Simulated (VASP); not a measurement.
# SiC (Cmmm) in VASP: notebook

SiC is run at these levels: PBE; tasks: single point, relaxation of cell and atoms.

Everything below comes from runs of VASP 6.6.1. Logs are shortened: lines on timing, memory, paths and dates and some standing lists are left out, and cuts for length are marked.

### 1 The cell of the first run

Symmetry: Cmmm, No. 65, orthorhombic system. Conventional cell: a = 2.841 Å, b = 9.314 Å, c = 2.955 Å, α = 90.00°, β = 90.00°, γ = 90.00°. Within 2.3 Å of Si (site symmetry m2m) lie 1 Si at 1.75 Å and 2 C at 1.75 Å. C (site symmetry m2m) has 2 C at 1.75 Å and 2 Si at 1.75 Å within 2.3 Å.

The cell was built from a structure type or drawn by symmetry, and may not be a known phase.

### 2 Single point, PBE

INCAR reads:

```
SYSTEM = SiC
PREC = Accurate
ENCUT = 520
EDIFF = 1E-7
ISMEAR = 0
SIGMA = 0.1
LREAL = .False.
LASPH = .True.
NELM = 80
ALGO = Normal
ISIF = 2
LWAVE = .False.
LCHARG = .False.
GGA = PE
NBANDS = 16
```

KPOINTS reads:

```
Automatic mesh
0
Gamma
  6 6 6
  0 0 0
```

POSCAR reads:

```
SiC
1.0
    1.4205987600     -4.6569863100      0.0000000000
    1.4205987600      4.6569863100      0.0000000000
    0.0000000000      0.0000000000      2.9552455700
Si C
2 2
Direct
    0.0940261200      0.9059738800      0.5000000000
    0.9059738800      0.0940261200      0.5000000000
    0.1949989000      0.8050011000      0.0000000000
    0.8050011000      0.1949989000      0.0000000000
```

Potentials or basis: VASP PAW PBE potentials, release 64 (Si, C).

Run with:

```console
$ cat potpaw_PBE.64/Si/POTCAR potpaw_PBE.64/C/POTCAR > POTCAR
$ mpirun -np 1 vasp_std > vasp.out
```

OUTCAR:

```text
SYSTEM = SiC
   PREC = Accurate
   ENCUT = 520
   EDIFF = 1E-7
   ISMEAR = 0
   LREAL = .False.
   LASPH = .True.
   NELM = 80
   ISIF = 2
   GGA = PE

 ion  position               nearest neighbor table
   1  0.094  0.906  0.500-   2 1.75   3 1.75   3 1.75
   2  0.906  0.094  0.500-   1 1.75   4 1.75   4 1.75
   3  0.195  0.805  0.000-   4 1.75   4 1.75   1 1.75   1 1.75
   4  0.805  0.195  0.000-   3 1.75   3 1.75   2 1.75   2 1.75

  LATTYP: Found a base centered orthorhombic cell.
 ALAT       =     2.8411975200
 B/A-ratio  =     3.2781855378
 C/A-ratio  =     1.0401408382

  Lattice vectors:

 A1 = (   1.4205987600,  -4.6569863100,   0.0000000000)
 A2 = (   1.4205987600,   4.6569863100,   0.0000000000)
 A3 = (   0.0000000000,   0.0000000000,   2.9552455700)

Analysis of symmetry for initial positions (statically):
=====================================================================
 Subroutine PRICEL returns:
 Original cell was already a primitive cell.

 Routine SETGRP: Setting up the symmetry group for a
 base centered orthorhombic supercell.

 Subroutine GETGRP returns: Found  8 space group operations
 (whereof  8 operations were pure point group operations)
 out of a pool of  8 trial point group operations.

The static configuration has the point symmetry D_2h.

Analysis of symmetry for dynamics (positions and initial velocities):
=====================================================================
 Subroutine PRICEL returns:
 Original cell was already a primitive cell.

 Routine SETGRP: Setting up the symmetry group for a
 base centered orthorhombic supercell.

 Subroutine GETGRP returns: Found  8 space group operations
 (whereof  8 operations were pure point group operations)
 out of a pool of  8 trial point group operations.

The dynamic configuration has the point symmetry D_2h.

 Subroutine INISYM returns: Found  8 space group operations
 (whereof  8 operations are pure point group operations),
 and found     1 'primitive' translations

----------------------------------------------------------------------------------------

                                     Primitive cell

  volume of cell :      39.1021

  direct lattice vectors                    reciprocal lattice vectors
     1.420598760 -4.656986310  0.000000000     0.351964266 -0.107365572  0.000000000
     1.420598760  4.656986310  0.000000000     0.351964266  0.107365572  0.000000000
     0.000000000  0.000000000  2.955245570     0.000000000  0.000000000  0.338381355

  length of vectors
     4.868841990  4.868841990  2.955245570     0.367975829  0.367975829  0.338381355

  position of ions in fractional coordinates (direct lattice)
     0.094026120  0.905973880  0.500000000
     0.905973880  0.094026120  0.500000000
     0.194998900  0.805001100  0.000000000
     0.805001100  0.194998900  0.000000000

  ion indices of the primitive-cell ions
   primitive index   ion index
                 1           1
                 2           2
                 3           3
                 4           4

----------------------------------------------------------------------------------------

 KPOINTS: Automatic mesh

Automatic generation of k-mesh.
 Grid dimensions read from file:
 generate k-points for:    6    6    6

 Generating k-lattice:

  Cartesian coordinates                     Fractional coordinates (reciprocal lattice)
     0.058660711 -0.017894262  0.000000000     0.166666667  0.000000000  0.000000000
     0.058660711  0.017894262  0.000000000     0.000000000  0.166666667  0.000000000
     0.000000000  0.000000000  0.056396892     0.000000000  0.000000000  0.166666667

  Length of vectors
     0.061329305  0.061329305  0.056396892

  Shift w.r.t. Gamma in fractional coordinates (k-lattice)
     0.000000000  0.000000000  0.000000000

 Subroutine IBZKPT returns following result:
 ===========================================

 Found     52 irreducible k-points:

 Following reciprocal coordinates:
            Coordinates               Weight
  0.000000  0.000000  0.000000      1.000000
[... 46 lines left out ...]
 Fermi energy:        10.4726683898

 k-point     1 :       0.0000    0.0000    0.0000
  band No.  band energies     occupation
      1      -7.8411      2.00000
      2      -1.9710      2.00000
      3      -0.8163      2.00000
      4       4.4865      2.00000
      5       5.6480      2.00000
      6       8.4396      2.00000
[... 8 lines left out ...]
     15      20.9165      0.00000
     16      21.1473      0.00000

 k-point     2 :       0.1667    0.0000    0.0000
  band No.  band energies     occupation
      1      -7.4049      2.00000
      2      -2.1536      2.00000
      3      -0.0256      2.00000
      4       3.7279      2.00000
      5       4.8135      2.00000
      6       7.1205      2.00000
[... 8 lines left out ...]
     15      19.7942      0.00000
     16      21.3870      0.00000

 k-point     3 :       0.3333    0.0000    0.0000
  band No.  band energies     occupation
      1      -6.1431      2.00000
      2      -2.5121      2.00000
      3       0.5167      2.00000
      4       2.3050      2.00000
      5       4.8754      2.00000
      6       5.7117      2.00000
[... 8 lines left out ...]
     15      20.2462      0.00000
     16      22.1592      0.00000

 k-point     4 :       0.5000    0.0000    0.0000
  band No.  band energies     occupation
      1      -4.5334      2.00000
      2      -3.8745      2.00000
      3       0.4731      2.00000
      4       1.9225      2.00000
      5       5.9507      2.00000
      6       6.0038      2.00000
[... 8 lines left out ...]
     15      20.4371      0.00000
     16      20.7772      0.00000
[... 324 lines left out ...]
 k-point    22 :      -0.1667    0.1667    0.1667
  band No.  band energies     occupation
      1      -7.3697      2.00000
      2      -2.6993      2.00000
      3       0.5917      2.00000
      4       2.9524      2.00000
      5       5.7919      2.00000
      6       6.4036      2.00000
[... 8 lines left out ...]
     15      20.6123      0.00000
     16      21.2233      0.00000

 k-point    23 :       0.3333    0.3333    0.1667
  band No.  band energies     occupation
      1      -5.3576      2.00000
      2      -3.3140      2.00000
      3       0.6169      2.00000
      4       4.0999      2.00000
      5       4.8260      2.00000
      6       4.9969      2.00000
[... 8 lines left out ...]
     15      19.6629      0.00000
     16      20.2325      0.00000

 k-point    24 :       0.5000    0.3333    0.1667
  band No.  band energies     occupation
      1      -6.5877      2.00000
      2      -3.7965      2.00000
      3       2.6066      2.00000
      4       3.2309      2.00000
      5       4.5380      2.00000
      6       5.6014      2.00000
[... 8 lines left out ...]
     15      19.9940      0.00000
     16      21.2825      0.00000

 [... further k-points ...]

------------------------ aborting loop because EDIFF is reached ----------------------------------------

  FORCE on cell =-STRESS in cart. coord.  units (eV):
  Direction    XX          YY          ZZ          XY          YZ          ZX
  --------------------------------------------------------------------------------------
  -------------------------------------------------------------------------------------
  Total       -2.5062725     39.1349934     14.9832489      0.0000000      0.0000000      0.0000000
  in kB     -102.6925424   1603.5255504    613.9268296      0.0000000      0.0000000      0.0000000
  external PRESSURE =     704.9199459 kB  Pullay stress =       0.0000000 kB

 VOLUME and BASIS-vectors are now :
 -----------------------------------------------------------------------------
  energy-cutoff  :      520.00
  volume of cell :       39.10
      direct lattice vectors                 reciprocal lattice vectors
     1.420598760 -4.656986310  0.000000000     0.351964266 -0.107365572  0.000000000
     1.420598760  4.656986310  0.000000000     0.351964266  0.107365572  0.000000000
     0.000000000  0.000000000  2.955245570     0.000000000  0.000000000  0.338381355

 POSITION                                       TOTAL-FORCE (eV/Angst)
 -----------------------------------------------------------------------------------
      1.42060      3.78123      1.47762         0.000000    -13.765205     -0.000000
      1.42060     -3.78123      1.47762         0.000000     13.765205     -0.000000
      1.42060      2.84077      0.00000         0.000000     -3.775273      0.000000
      1.42060     -2.84077      0.00000         0.000000      3.775273     -0.000000
 -----------------------------------------------------------------------------------
    total drift:                                0.000000     -0.000000     -0.000000

  FREE ENERGIE OF THE ION-ELECTRON SYSTEM (eV)
  ---------------------------------------------------
  free  energy   TOTEN  =       -22.0544209604 eV

  energy  without entropy=      -22.0455491345  energy(sigma->0) =      -22.04998505
```

Run time: 15 s. Hardware: 1 thread of Intel Xeon 6975P-C (Granite Rapids), shared host; peak memory 0.18 GiB.

Results:

| Property | Result |
| --- | --- |
| Free energy | -22.0544 eV |
| Pressure | 70.5 GPa |
| Largest force | 13.765 eV/Å |
| Band gap on the k mesh | zero (bands 8 and 9 overlap by 3.84 eV) |

Forces in eV/Å, atoms in the order of the input:
```
Si    0.000 -13.765   0.000
Si    0.000  13.765   0.000
C     0.000  -3.775   0.000
C     0.000   3.775   0.000
```

Levels at points of the mesh, in eV from the Fermi level:
| k point | band 6 | band 7 | band 8 | band 9 | band 10 | band 11 |
| --- | --- | --- | --- | --- | --- | --- |
| (0.00, 0.00, 0.00) | -2.03 | -1.80 | 0.72 | 1.02 | 1.10 | 3.54 |
| (0.50, 0.00, 0.00) | -4.47 | -3.69 | -3.42 | 0.88 | 4.14 | 4.68 |
| (0.50, 0.50, 0.00) | -4.96 | -2.57 | 1.02 | 1.71 | 2.72 | 2.88 |
| (0.00, 0.00, 0.50) | -6.91 | -4.04 | 2.88 | 3.41 | 3.64 | 3.82 |
| (0.50, 0.00, 0.50) | -6.40 | -5.21 | -4.70 | -0.03 | 1.10 | 1.36 |
| (0.50, 0.50, 0.50) | -3.92 | -3.38 | -0.46 | 3.56 | 3.67 | 4.28 |

Caveat: the k points lie up to 0.39 Å⁻¹ apart, too coarse for converged energies and pressures of a metal; forces of over 1 eV/Å act on the atoms, so gaps and moduli don't describe the material at rest.

### 3 Single point, PBE

This run uses another cell than the first one, of 11.34 Å³/atom.

INCAR reads:

```
SYSTEM = SiC
ALGO = Normal
EDIFF = 1E-7
ENCUT = 520
GGA = PE
ISIF = 2
ISMEAR = 0
LASPH = .TRUE.
LCHARG = .FALSE.
LREAL = .FALSE.
LWAVE = .FALSE.
NBANDS = 16
NELM = 100
PREC = Accurate
SIGMA = 0.1
```

KPOINTS reads:

```
k-points
0
G
  6 6 6
  0 0 0
```

POSCAR reads:

```
SiC
1.0
    1.2682880730     -5.8480330111      0.0000000000
    1.2682880730      5.8480330111      0.0000000000
    0.0000000000      0.0000000000      3.0571157700
Si C
2 2
Direct
    0.1050447767      0.8949552233      0.5000000000
    0.8949552233      0.1050447767      0.5000000000
    0.2170007169      0.7829992831      0.0000000000
    0.7829992831      0.2170007169      0.0000000000
```

Potentials or basis: VASP PAW PBE potentials, release 64 (Si, C).

Run with:

```console
$ cat potpaw_PBE.64/Si/POTCAR potpaw_PBE.64/C/POTCAR > POTCAR
$ mpirun -np 1 vasp_std > vasp.out
```

Wall time 26 s (1 thread of Intel Xeon 6975P-C (Granite Rapids), shared host); peak memory 0.22 GiB.

Results (log left out):

```
Free energy            : -27.4013 eV
Pressure               : 0.1 GPa
Largest force          : 0.066 eV/Å
Band gap on the k mesh : zero (bands 8 and 9 overlap by 3.51 eV)
```

Forces on the atoms (eV/Å):
```
Si   0.000 -0.016  0.000
Si   0.000  0.016  0.000
C    0.000  0.066  0.000
C    0.000 -0.066  0.000
```

Stress tensor (GPa, compression positive):
```
0.03 0.00 0.00
0.00 0.11 0.00
0.00 0.00 0.15
```

Levels at points of the mesh, in eV from the Fermi level:
```tsv
k point	band 4	band 5	band 6	band 7	band 8	band 9	band 10	band 11	band 12	band 13
(0.00, 0.00, 0.00)	-5.08	-4.42	-2.39	-0.99	1.19	1.97	4.26	5.42	6.74	7.61
(0.50, 0.00, 0.00)	-7.08	-3.99	-3.40	-1.29	-1.02	-0.99	3.86	5.62	6.83	7.48
(0.50, 0.50, 0.00)	-6.55	-5.06	-4.42	0.70	2.28	2.47	3.24	6.28	6.51	7.23
(0.00, 0.00, 0.50)	-7.02	-6.65	-5.20	-4.16	1.95	2.83	4.31	4.46	7.88	10.19
(0.50, 0.00, 0.50)	-5.88	-5.46	-5.23	-3.06	-2.78	-0.87	2.38	2.96	3.36	5.72
(0.50, 0.50, 0.50)	-9.25	-4.16	-3.72	-2.46	-1.84	-1.00	6.87	7.03	7.87	9.91
```

Caveat: the k points lie up to 0.42 Å⁻¹ apart, too coarse for converged energies and pressures of a metal.

### 4 Relaxation of cell and atoms, PBE

INCAR reads:

```
PREC = Accurate
ENCUT = 600
EDIFF = 1E-6
ISMEAR = 0
SIGMA = 0.1
LREAL = False
LASPH = True
NELM = 100
ALGO = Normal
ISIF = 3
LWAVE = False
LCHARG = False
GGA = PE
IBRION = 2
NSW = 90
EDIFFG = -0.04
```

KPOINTS reads:

```
Automatic mesh
0
Gamma
  6 6 6
```

POSCAR reads:

```
SiC
1.0
    1.4205987600     -4.6569863100      0.0000000000
    1.4205987600      4.6569863100      0.0000000000
    0.0000000000      0.0000000000      2.9552455700
Si C
2 2
Direct
    0.0940261200      0.9059738800      0.5000000000
    0.9059738800      0.0940261200      0.5000000000
    0.1949989000      0.8050011000      0.0000000000
    0.8050011000      0.1949989000      0.0000000000
```

Run with:

```console
$ cat potpaw_PBE.64/Si/POTCAR potpaw_PBE.64/C/POTCAR > POTCAR
$ mpirun -np 1 vasp_std > vasp.out
```

Run time: 7 min. Hardware: 1 thread of Intel Xeon 6975P-C (Granite Rapids), shared host; peak memory 0.2 GiB.

Results (log left out):

* Free energy: -27.3979 eV
* Relaxed volume: 11.32 Å³/atom
* Relaxed cell: a = 5.974 Å, b = 5.974 Å, c = 3.058 Å, α = 90.00°, β = 90.00°, γ = 155.48°
* Space group after relaxing (to 0.1 Å): Cmmm (No. 65)
* Energy gained by relaxing: 1335.3 meV/atom
* Ionic steps: 54
* Pressure after relaxing: 0.1 GPa
* Largest force after relaxing: 0.025 eV/Å
* Band gap on the k mesh: zero (bands 8 and 9 overlap by 3.47 eV)

Forces on the atoms (eV/Å):
```
Si   0.000  0.025  0.000
Si   0.000 -0.025  0.000
C    0.000  0.023  0.000
C    0.000 -0.023  0.000
```

Stress tensor (GPa, compression positive):
```
-0.04  0.00  0.00
 0.00  0.22  0.00
 0.00  0.00  0.23
```

The path:
```csv
step,energy change (eV),largest force (eV/Å),pressure (GPa),volume (Å³)
1,0.0000,13.7666,70.37,39.10
3,-2.5411,2.8041,-2.00,65.64
5,-3.5650,0.8304,-5.10,66.08
7,-3.7172,1.0315,1.89,61.97
9,-3.8766,1.2399,1.65,60.06
11,-4.1483,3.7107,2.73,56.26
13,-4.2708,3.5283,1.18,55.27
15,-4.5079,1.7879,0.08,55.47
17,-4.5935,0.6306,-0.05,55.70
19,-4.5996,0.6247,-0.33,55.68
21,-4.6587,0.5954,-2.62,55.64
23,-4.7164,0.5980,-6.67,55.56
25,-4.7285,0.4087,-6.78,55.23
27,-4.7503,0.3682,-6.32,54.48
29,-4.8191,0.5758,-0.23,52.23
31,-4.8297,0.5020,0.73,51.79
33,-4.8528,0.9351,1.57,50.55
35,-4.8692,0.7078,0.79,50.86
37,-4.9455,0.5581,-2.57,50.31
39,-5.0689,2.0038,-6.62,47.45
41,-5.2226,0.8559,-8.17,48.33
43,-5.2258,0.8361,-8.16,48.25
45,-5.2445,0.5432,-6.87,47.63
47,-5.3023,0.1451,-3.50,46.65
49,-5.3212,0.3219,0.00,45.77
51,-5.3388,0.1968,-0.17,45.42
53,-5.3407,0.1061,-0.03,45.34
54,-5.3413,0.0250,0.14,45.28
```

Final structure:
```
Si C
1.0
     1.26838   -5.83736    0.00000
     1.26838    5.83736    0.00000
     0.00000    0.00000    3.05792
Si C
2 2
Direct
  0.10516 0.89484 0.50000
  0.89484 0.10516 0.50000
  0.21686 0.78314 0.00000
  0.78314 0.21686 0.00000
```

Levels at points of the mesh, in eV from the Fermi level:
```csv
k point,band 5,band 6,band 7,band 8,band 9,band 10,band 11,band 12
"(0.00, 0.00, 0.00)",-4.42,-2.38,-0.96,1.14,1.93,4.26,5.42,6.73
"(0.50, 0.00, 0.00)",-3.98,-3.40,-1.28,-1.06,-1.03,3.89,5.61,6.80
"(0.50, 0.50, 0.00)",-5.09,-4.42,0.66,2.24,2.48,3.23,6.26,7.25
"(0.00, 0.00, 0.50)",-6.65,-5.21,-4.16,1.96,2.83,4.34,4.51,7.87
"(0.50, 0.00, 0.50)",-5.48,-5.25,-3.07,-2.79,-0.88,2.39,2.95,3.37
"(0.50, 0.50, 0.50)",-4.16,-3.73,-2.47,-1.82,-0.98,6.86,7.07,7.85
```

Caveat: the k points lie up to 0.42 Å⁻¹ apart in the final cell, too coarse for converged energies and pressures of a metal; the volume moved by over 15 % at a fixed basis, so the end points are rough.

### 5 Single point, PBE

This run uses another cell than the first one, of 11.46 Å³/atom.

INCAR reads:

```
ALGO = Normal ; EDIFF = 1E-6
ENCUT = 520 ; GGA = PE
ISIF = 2 ; ISMEAR = 0
LASPH = T ; LCHARG = F
LREAL = F ; LWAVE = F
NBANDS = 16 ; NELM = 60
PREC = Accurate ; SIGMA = 0.1
```

KPOINTS reads:

```
k-points
0
Gamma
  18 18 16
```

POSCAR reads:

```
SiC
1.0
    1.2625232924     -5.8898469688      0.0000000000
    1.2625232924      5.8898469688      0.0000000000
    0.0000000000      0.0000000000      3.0816622006
Si C
2 2
Direct
    0.1070394231      0.8929605769      0.5000000000
    0.8929605769      0.1070394231      0.5000000000
    0.2165357909      0.7834642091      0.0000000000
    0.7834642091      0.2165357909      0.0000000000
```

Run with:

```console
$ cat potpaw_PBE.64/Si/POTCAR potpaw_PBE.64/C/POTCAR > POTCAR
$ mpirun -np 1 vasp_std > vasp.out
```

It took 5.3 min on 1 thread of Intel Xeon 6975P-C (Granite Rapids), shared host; peak memory 0.6 GiB.

The run converged. Its results:

| Property | Result |
| --- | --- |
| Free energy | -27.3643 eV |
| Pressure | 0.1 GPa |
| Largest force | 0.032 eV/Å |
| Band gap on the k mesh | zero (bands 8 and 9 overlap by 4.23 eV) |

Forces in eV/Å, atoms in the order of the input:
```
Si   0.000  0.005  0.000
Si   0.000 -0.005  0.000
C    0.000  0.032  0.000
C    0.000 -0.032  0.000
```

Stress tensor (GPa, compression positive):
```
0.26 0.00 0.00
0.00 0.03 0.00
0.00 0.00 0.01
```

Levels at points of the mesh, in eV from the Fermi level:
```
           k point  band 4  band 5  band 6  band 7  band 8  band 9  band 10  band 11  band 12  band 13
(0.00, 0.00, 0.00)   -5.34   -4.35   -2.59   -1.33    0.79    1.60     4.04     5.07     6.74     7.43
(0.50, 0.00, 0.00)   -7.21   -4.09   -3.46   -1.50   -1.26   -1.23     3.58     5.30     6.50     7.32
(0.50, 0.50, 0.00)   -6.61   -5.32   -4.35    0.34    1.87    2.11     2.90     6.31     6.32     6.82
(0.00, 0.00, 0.50)   -7.36   -6.74   -5.32   -4.09    1.81    2.45     4.09     4.21     7.92    10.00
(0.50, 0.00, 0.50)   -6.05   -5.58   -5.37   -3.25   -2.87   -1.13     2.39     2.84     3.09     5.50
(0.50, 0.50, 0.50)   -9.42   -4.09   -3.95   -2.65   -2.21   -1.04     6.69     6.79     7.90     9.36
```

### 6 Overview

| task | cell | k mesh | cutoff (eV) | gap on the mesh (eV) | pressure (GPa) | largest force (eV/Å) |
| --- | --- | --- | --- | --- | --- | --- |
| single point | a = 4.869, b = 4.869, c = 2.955 Å, angles 90.0, 90.0, 146.1°, 4 atoms, atomic positions A | 6 × 6 × 6 | 520 | none | 70.5 | 13.77 |
| single point | a = 5.984, b = 5.984, c = 3.057 Å, angles 90.0, 90.0, 155.5°, 4 atoms, atomic positions B | 6 × 6 × 6 | 520 | none | 0.1 | 0.07 |
| relaxation of cell and atoms | relaxed from a = 4.869, b = 4.869, c = 2.955 Å, angles 90.0, 90.0, 146.1°, 4 atoms, atomic positions A | 6 × 6 × 6 | 600 | none | 0.1 | 0.03 |
| single point | a = 6.024, b = 6.024, c = 3.082 Å, angles 90.0, 90.0, 155.8°, 4 atoms, atomic positions C | 18 × 18 × 16 | 520 | none | 0.1 | 0.03 |

Alike in all rows: level PBE; potentials or basis VASP PAW PBE potentials, release 64 (Si, C); no spin polarisation; smearing gaussian 0.1 eV.

Caveats: some runs use coarse meshes; forces of over 1 eV/Å act on the atoms, so gaps and moduli don't describe the material at rest (at least some runs); the volume moved by over 15 % at a fixed basis, so the end points are rough (at least some runs).

Absolute energies hang on the potentials; compare differences alone.
